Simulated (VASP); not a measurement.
Runs of VASP 6.6.1 on ZnAu. The structure is that of space group Pm-3m (No. 221), or close to it. The cells are those of the table. 

```csv
task,cell,gap on the mesh (eV),pressure (GPa)
single point,"a = 3.199 Å, 2 atoms",none,-1.2
single point,"a = 3.173 Å, 2 atoms",none,(a)
electric field gradients,"a = 3.199 Å, 2 atoms",none,-1.2
electric field gradients,"a = 3.147 Å, 2 atoms",none,(b)
electric field gradients,"a = 3.173 Å, 2 atoms",none,1.7
electric field gradients,"a = 3.094 Å, 2 atoms",none,13.4
single point,"a = 3.121 Å, 2 atoms",none,8.9
```

Alike in all rows: level PBE; potentials or basis VASP PAW PBE potentials, release 64 (Zn, Au); no spin polarisation; k mesh 12 × 12 × 12; cutoff (eV) 520; smearing fermi-dirac 0.05 eV.

Task: Fill in the values left out.

Result: (a) 1.6; (b) 5.0.

Caveats: spin-orbit coupling is left out, which moves the levels of the heavy elements; the cell stands under pressure (at least some runs).

A k mesh can miss the band edges, and the runs leave out spin-orbit coupling on Au.

A gap of «none» marks levels without a gap at the run's occupations.
